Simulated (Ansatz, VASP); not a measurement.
**Two plane-wave programs on Si2Mo**

```
Si Mo
1.0
    -1.56734    1.56734    3.85026
     1.56734   -1.56734    3.85026
     1.56734    1.56734   -3.85026
Si Mo
2 1
Cartesian
  0.0000 0.0000 2.5725
  0.0000 0.0000 5.1281
  0.0000 0.0000 0.0000
```

Change from the starting cell: volume scaled by 0.94, ions relaxed.

Alike in both runs: functional PBE; k mesh 20 × 20 × 20; occupations fermi-dirac, width 0.05 eV; no spin polarisation.

Ansatz relaxed the structure, and its values are those at the end. VASP's run is a single point on that final structure, the one shown.

```csv
,VASP,Ansatz
version,VASP 6.6.1,Ansatz 0.2.0
potentials or method,"VASP PAW PBE potentials, release 64 (Si, Mo_sv)","plane-wave PAW, scalar-relativistic"
plane-wave cutoff (eV),520,420
valence electrons in the cell,22,22
```

|  | VASP | Ansatz | Ansatz less VASP |
| --- | --- | --- | --- |
| pressure (GPa) | 18.0 | 17.8 | -0.21 |

Ansatz's warnings: stress scf threshold loose.
